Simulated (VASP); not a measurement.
Write the native input for VASP 6.6.1 that does the following.

- Task: single point
- Functional: PBEsol
- Potentials or basis: VASP PAW PBE potentials, release 64 (Sr_sv, Hf_pv, Br)
- Cutoff: 520 eV
- k mesh: 4 × 4 × 4
- Occupations: fermi-dirac, width 0.03 eV
- Spin: no spin polarisation
- Dipole correction: no
- Further INCAR settings: ALGO = Normal; EDIFF = 1e-06; NBANDS = 41

The structure of SrHfBr6 lies in POSCAR:

```
SrHfBr6
1.0
    6.8883772127      0.0900544448     -0.0655332538
    3.3696755503      6.0029052204      0.1224713258
    0.0155148063      3.8040792158      6.4517503676
Sr Hf Br
1 1 6
Direct
    0.0000000000      0.0000000000      0.0000000000
    0.5000000000      0.0000000000      0.5000000000
    0.7170759275      0.8319996975      0.2665564492
    0.2829240725      0.1680003025      0.7334435508
    0.5490017606      0.5497518129      0.7329606912
    0.4509982394      0.4502481871      0.2670393088
    0.0989296429      0.1842844669      0.2667960371
    0.9010703571      0.8157155331      0.7332039629
```

These files were run (other wordings do the same):

INCAR

```
SYSTEM = SrHfBr6
PREC = Accurate
ENCUT = 520
EDIFF = 1E-6
ISMEAR = -1
SIGMA = 0.03
LREAL = .False.
LASPH = .True.
NELM = 80
ALGO = Normal
ISIF = 2
LWAVE = .False.
LCHARG = .True.
GGA = PS
LELF = .True.
LVHAR = .True.
NBANDS = 41
```

KPOINTS

```
regular mesh
0
Gamma
  4 4 4
  0 0 0
```

Potentials or basis: VASP PAW PBE potentials, release 64 (Sr_sv, Hf_pv, Br).

The run is started by

```console
$ cat potpaw_PBE.64/Sr_sv/POTCAR potpaw_PBE.64/Hf_pv/POTCAR potpaw_PBE.64/Br/POTCAR > POTCAR
$ mpirun -np 1 vasp_std > vasp.out
```

It gave:

| Property | Result |
| --- | --- |
| Pressure | -0.1 GPa |
| Largest force | 0.053 eV/Å |
| Band gap on the k mesh | 3.13 eV (least direct gap 3.19 eV) |

Caveat: the PAW data sets were made with another functional, which shifts forces and pressure a little; spin-orbit coupling is left out, which moves the levels of the heavy elements.

Run time: 8.2 min on 1 thread of Intel(R) Xeon(R) Platinum 8488C (Sapphire Rapids), on a shared host, peak memory 0.62 GiB.
